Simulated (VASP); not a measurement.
**Ru: single point with PBE-based screened hybrid with 25 % exact exchange**

The system is Ru.

```
Ru
1.0
     2.74141    0.00000    0.00000
    -1.37070    2.37413    0.00000
     0.00000    0.00000    4.33825
Ru
2
Direct
  0.66667 0.33333 0.75000
  0.33333 0.66667 0.25000
```

```json
{
 "Program": "VASP 6.6.1",
 "Task": "single point",
 "Functional": "PBE-based screened hybrid with 25 % exact exchange",
 "Potentials or basis": "VASP PAW PBE potentials, release 64 (Ru_pv)",
 "Cutoff": "520 eV",
 "k mesh": "6 × 6 × 3",
 "Occupations": "fermi-dirac, width 0.05 eV",
 "Spin": "no spin polarisation",
 "Dipole correction": "no",
 "Grid for exact exchange (PRECFOCK)": "Normal",
 "Share of exact exchange": "0.25",
 "Further INCAR settings": "ALGO = Normal; EDIFF = 1e-06; NBANDS = 21",
 "Screening parameter": "0.3 1/Å"
}
```

| Property | Result |
| --- | --- |
| Pressure | -18.7 GPa |
| Band gap on the k mesh | zero (bands 14 and 15 overlap by 3.40 eV) |

Stress tensor (GPa, compression positive):
```
-16.45   0.00   0.00
  0.00 -16.45   0.00
  0.00   0.00 -23.19
```

Levels at points of the mesh, in eV from the Fermi level:
```
           k point  band 12  band 13  band 14  band 15  band 16  band 17
(0.00, 0.00, 0.00)    -2.11    -2.11    -1.61    -1.61     1.29     1.29
(0.50, 0.00, 0.00)    -1.83    -1.58     1.59     2.00     2.03     4.39
```

Wall time 19 min on 1 thread of Intel(R) Xeon(R) Platinum 8488C (Sapphire Rapids), on a shared host, peak memory 0.25 GiB.

Caveat: the k points lie up to 0.48 Å⁻¹ apart, too coarse for converged energies and pressures of a metal; the PAW data sets were made with another functional, which shifts forces and pressure a little.
